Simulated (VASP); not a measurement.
# CaO (Immm) in VASP: a series of runs, part 3 of 3

VASP 6.6.1.

### Step 5. Single point, PBE (strain +0.0050 x Voigt [0, 0, 0, 0, 0, 1])

Contents of INCAR:

```
PREC = Accurate ; ENCUT = 520
EDIFF = 1E-6 ; ISMEAR = 0
SIGMA = 0.05 ; LREAL = F
LASPH = T ; NELM = 60
ALGO = Normal ; ISIF = 2
LWAVE = F ; LCHARG = F
GGA = PE ; NBANDS = 15
```

Contents of KPOINTS:

```
Automatic mesh
0
Gamma
  8 8 8
```

Contents of POSCAR:

```
CaO
1.0
    0.0061225000      2.4490000000      2.4490000000
    2.4490000000      0.0061225000      2.4490000000
    2.4551225000      2.4551225000      0.0000000000
Ca O
1 1
Direct
    0.0000000000      0.0000000000      0.0000000000
    0.5000000000      0.5000000000      0.5000000000
```

Potentials or basis: VASP PAW PBE potentials, release 64 (Ca_sv, O).

Run with:

```
$ cat potpaw_PBE.64/Ca_sv/POTCAR potpaw_PBE.64/O/POTCAR > POTCAR
$ mpirun -np 1 vasp_std > vasp.out
```

OUTCAR:

```text
PREC = Accurate
   ENCUT = 520
   EDIFF = 1E-6
   ISMEAR = 0
   LREAL = F
   LASPH = T
   NELM = 60
   ISIF = 2
   GGA = PE

 ion  position               nearest neighbor table
   1  0.000  0.000  0.000-   2 2.45   2 2.45   2 2.45   2 2.45   2 2.45   2 2.45
   2  0.500  0.500  0.500-   1 2.45   1 2.45   1 2.45   1 2.45   1 2.45   1 2.45

  LATTYP: Found a body centered orthorhombic cell.
 ALAT       =     3.4547504917
 B/A-ratio  =     1.0050125313
 C/A-ratio  =     1.4177579573

  Lattice vectors:

 A1 = (   2.4490000000,   0.0061225000,  -2.4490000000)
 A2 = (  -2.4490000000,  -0.0061225000,  -2.4490000000)
 A3 = (   0.0061225000,   2.4490000000,   2.4490000000)

Analysis of symmetry for initial positions (statically):
=====================================================================
 Subroutine PRICEL returns:
 Original cell was already a primitive cell.

 Routine SETGRP: Setting up the symmetry group for a
 body centered orthorhombic supercell.

 Subroutine GETGRP returns: Found  8 space group operations
 (whereof  8 operations were pure point group operations)
 out of a pool of  8 trial point group operations.

The static configuration has the point symmetry D_2h.
[... 168 lines left out ...]

 k-point     1 :       0.0000    0.0000    0.0000
  band No.  band energies     occupation
      1     -35.8362      2.00000
      2     -16.6368      2.00000
      3     -16.6366      2.00000
      4     -16.6364      2.00000
      5     -13.3848      2.00000
      6       2.0309      2.00000
      7       2.0391      2.00000
      8       2.0476      2.00000
      9       6.3073      0.00000
     10       8.0968      0.00000
     11       8.1200      0.00000
     12       8.1433      0.00000
     13       9.5276      0.00000
     14       9.5277      0.00000
[... 401 lines left out ...]
      2     -17.0296      2.00000
      3     -16.6909      2.00000
      4     -16.6780      2.00000
      5     -12.9446      2.00000
      6       0.6446      2.00000
      7       1.5874      2.00000
      8       1.6861      2.00000
      9       7.4383      0.00000
     10       8.0290      0.00000
     11       9.1792      0.00000
     12       9.2802      0.00000
     13      10.1141      0.00000
     14      11.0306      0.00000
     15      17.9167      0.00000

 [... further k-points ...]
[... 5 lines left out ...]
  --------------------------------------------------------------------------------------
  -------------------------------------------------------------------------------------
  Total       -0.6519908     -0.6519908     -0.6524018     -0.0678705      0.0000000      0.0000000
  in kB      -35.5597256    -35.5597256    -35.5821403     -3.7016737      0.0000000      0.0000000
  external PRESSURE =     -35.5671971 kB  Pullay stress =       0.0000000 kB

 VOLUME and BASIS-vectors are now :
 -----------------------------------------------------------------------------
  energy-cutoff  :      520.00
  volume of cell :       29.38
      direct lattice vectors                 reciprocal lattice vectors
     0.006122500  2.449000000  2.449000000    -0.204676657  0.204676657  0.204164965
     2.449000000  0.006122500  2.449000000     0.204676657 -0.204676657  0.204164965
     2.455122500  2.455122500  0.000000000     0.203655826  0.203655826 -0.204164965

 POSITION                                       TOTAL-FORCE (eV/Angst)
 -----------------------------------------------------------------------------------
      0.00000      0.00000      0.00000        -0.000000      0.000000      0.000000
      2.45512      2.45512      2.44900         0.000000     -0.000000      0.000000
 -----------------------------------------------------------------------------------
    total drift:                                0.000000      0.000000      0.000000

  FREE ENERGIE OF THE ION-ELECTRON SYSTEM (eV)
  ---------------------------------------------------
  free  energy   TOTEN  =       -12.7947320025 eV

  energy  without entropy=      -12.7947320025  energy(sigma->0) =      -12.79473200
```

OSZICAR:

```text
N       E                     dE             d eps       ncg     rms          rms(c)
DAV:   1     0.124026100679E+03    0.12403E+03   -0.84220E+03  2858   0.109E+03
DAV:   2    -0.896017017614E+01   -0.13299E+03   -0.12329E+03  3529   0.286E+02
DAV:   3    -0.143539291140E+02   -0.53938E+01   -0.53569E+01  3382   0.594E+01
DAV:   4    -0.145052511679E+02   -0.15132E+00   -0.15123E+00  4110   0.894E+00
DAV:   5    -0.145068159331E+02   -0.15648E-02   -0.15647E-02  3279   0.788E-01    0.857E+00
DAV:   6    -0.128865860595E+02    0.16202E+01   -0.53703E+00  3146   0.219E+01    0.377E+00
DAV:   7    -0.127981652521E+02    0.88421E-01   -0.42770E-01  3074   0.661E+00    0.183E+00
DAV:   8    -0.127952639135E+02    0.29013E-02   -0.78185E-02  3627   0.303E+00    0.409E-01
DAV:   9    -0.127940425016E+02    0.12214E-02   -0.41750E-03  2955   0.533E-01    0.114E-01
DAV:  10    -0.127947566413E+02   -0.71414E-03   -0.79693E-04  3529   0.248E-01    0.514E-02
DAV:  11    -0.127947313563E+02    0.25285E-04   -0.44417E-05  3611   0.820E-02    0.554E-03
DAV:  12    -0.127947320025E+02   -0.64622E-06   -0.86310E-06  3270   0.250E-02
   1 F= -.12794732E+02 E0= -.12794732E+02  d E =-.205450E-18
```

stdout:

```text
POSCAR found type information on POSCAR CaO
 POSCAR found :  2 types and       2 ions
 scaLAPACK will be used
 LDA part: xc-table for (Slater+PW92), standard interpolation
 POSCAR, INCAR and KPOINTS ok, starting setup
 FFT: planning ... GRIDC
 FFT: planning ... GRID_SOFT
 FFT: planning ... GRID
 WAVECAR not read
 entering main loop
```

Wall time 38 s (1 thread of Intel Xeon Platinum 8488C (Sapphire Rapids), shared host); peak memory 0.18 GiB.

What came out:

```yaml
Free_energy: -12.7947 eV
Pressure: -3.6 GPa
Band_gap_on_the_k_mesh: 3.63 eV, indirect (least direct gap 4.01 eV)
```

Stress tensor (GPa, compression positive):
```
-3.56 -0.37  0.00
-0.37 -3.56  0.00
 0.00  0.00 -3.56
```

Caveat: the cell differs from its parent crystal (strain +0.0050 x Voigt [0, 0, 0, 0, 0, 1]).

### Step 6. Single point, PBE (strain +0.0175 x Voigt [0, 0, 0, 0, 0, 1])

Contents of INCAR:

```
PREC = Accurate ; ENCUT = 520
EDIFF = 1E-7 ; ISMEAR = 0
SIGMA = 0.05 ; LREAL = F
LASPH = T ; NELM = 100
ALGO = Normal ; ISIF = 2
LWAVE = F ; LCHARG = F
GGA = PE ; NBANDS = 15
```

KPOINTS is that of step 5.

Contents of POSCAR:

```
CaO
1.0
    0.0214287500      2.4490000000      2.4490000000
    2.4490000000      0.0214287500      2.4490000000
    2.4704287500      2.4704287500      0.0000000000
Ca O
1 1
Direct
    0.0000000000      0.0000000000      0.0000000000
    0.5000000000      0.5000000000      0.5000000000
```

Potentials or basis: VASP PAW PBE potentials, release 64 (Ca_sv, O).

Run with:

```
$ cat potpaw_PBE.64/Ca_sv/POTCAR potpaw_PBE.64/O/POTCAR > POTCAR
$ mpirun -np 1 vasp_std > vasp.out
```

It took 37 s on 1 thread of Intel Xeon Platinum 8488C (Sapphire Rapids), shared host; peak memory 0.18 GiB.

It converged, with:

```
Free energy            : -12.7929 eV
Pressure               : -3.5 GPa
Band gap on the k mesh : 3.61 eV, indirect (least direct gap 3.98 eV)
```

Stress tensor (GPa, compression positive):
```
-3.52 -1.30  0.00
-1.30 -3.52  0.00
 0.00  0.00 -3.55
```

Levels at points of the mesh, in eV from the valence-band top:
| k point | band 6 | band 7 | band 8 | band 9 | band 10 | band 11 |
| --- | --- | --- | --- | --- | --- | --- |
| (0.00, 0.00, 0.00) | -0.06 | -0.03 | 0.00 | 4.24 | 5.97 | 6.05 |
| (0.50, 0.00, 0.00) | -2.53 | -1.18 | -1.12 | 6.77 | 7.99 | 8.04 |
| (0.50, 0.50, 0.00) | -1.35 | -0.45 | -0.37 | 3.61 | 7.60 | 8.54 |
| (0.00, 0.00, 0.50) | -2.54 | -1.13 | -1.07 | 6.73 | 7.94 | 8.04 |
| (0.50, 0.00, 0.50) | -1.35 | -0.41 | -0.41 | 3.61 | 7.60 | 8.54 |

Caveat: the cell differs from its parent crystal (strain +0.0175 x Voigt [0, 0, 0, 0, 0, 1]).

### Step 7. The runs side by side

| cell | gap on the mesh (eV) | pressure (GPa) |
| --- | --- | --- |
| a = 3.463, b = 3.463, c = 3.429 Å, angles 60.3, 60.3, 60.7°, 2 atoms | 3.61 | -3.5 |
| a = 3.463, b = 3.463, c = 3.489 Å, angles 59.8, 59.8, 59.5°, 2 atoms | 3.62 | -3.6 |
| a = 3.463, b = 3.463, c = 3.446 Å, angles 60.2, 60.2, 60.3°, 2 atoms | 3.63 | -3.5 |
| a = 3.463, b = 3.463, c = 3.472 Å, angles 59.9, 59.9, 59.8°, 2 atoms | 3.63 | -3.6 |
| a = 3.463, b = 3.463, c = 3.494 Å, angles 59.7, 59.7, 59.4°, 2 atoms | 3.61 | -3.5 |

Alike in all rows: task single point; level PBE; potentials or basis VASP PAW PBE potentials, release 64 (Ca_sv, O); no spin polarisation; k mesh 8 × 8 × 8; cutoff (eV) 520; smearing gaussian 0.05 eV.

Absolute energies hang on the potentials; compare differences alone.
